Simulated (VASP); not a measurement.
A run of VASP 6.6.1 is set up as follows.

Contents of INCAR:

```
PREC = Accurate
ENCUT = 520
EDIFF = 1E-6
ISMEAR = 0
SIGMA = 0.05
LREAL = Auto
LASPH = True
NELM = 80
ALGO = Normal
ISIF = 2
LWAVE = False
LCHARG = False
GGA = PE
NBANDS = 43
NELECT = 58.0
```

Contents of KPOINTS:

```
regular mesh
0
Gamma
  2 3 3
```

File POSCAR:

```
Al8N6O
1.0
   -3.1440000000     -5.4455680000      0.0000000000
    4.7160000000     -2.7227840000      0.0000000000
    0.0000000000      0.0000000000      5.0460000000
Al N O
8 6 1
Direct
    0.4731781011      0.6358063931      0.0234409433
    0.4888507044      0.3274895281      0.5084254855
    0.2520296248      0.1639037618      0.0175840270
    0.2792500422      0.8474832767      0.5316771700
   -0.0046152180      0.6828468521     -0.0492332541
   -0.0186998861      0.2053234856      0.5479885057
    0.7553159997      0.2255817436      0.0151248514
    0.7474258410      0.8219119687      0.3840384463
    0.4872841510      0.6541304857      0.3901636940
    0.4989076667      0.3265919644      0.8804877130
    0.2430310557      0.1570094654      0.3896080063
    0.2684543055      0.8356442613      0.8976341657
    0.0091754859      0.3418417574      0.8821375347
    0.7285016943      0.1726811550      0.3654510503
   -0.0980752948      0.8646296169      0.6748826793
```

Potentials or basis: VASP PAW PBE potentials, release 64 (Al, N, O).

Command:

```bash
$ cat potpaw_PBE.64/Al/POTCAR potpaw_PBE.64/N/POTCAR potpaw_PBE.64/O/POTCAR > POTCAR
$ mpirun -np 1 vasp_std > vasp.out
```

Question: What does it give for the largest force?

Answer: 0.549 eV/Å.

Forces on the atoms (eV/Å):
```
Al   0.024 -0.004  0.043
Al   0.030 -0.008  0.044
Al   0.012  0.002  0.036
Al   0.008 -0.003  0.058
Al   0.058  0.015 -0.078
Al  -0.033  0.006  0.046
Al   0.100 -0.017  0.085
Al   0.052  0.052 -0.140
N    0.023  0.063  0.053
N    0.009  0.020  0.022
N    0.032  0.012  0.046
N    0.039  0.014  0.059
N   -0.044  0.048  0.025
N    0.055 -0.013  0.067
O   -0.364 -0.187 -0.366
```

Caveat: the k points lie up to 0.50 Å⁻¹ apart; the cell carries a net charge on a neutralising background, which shifts energy and pressure.
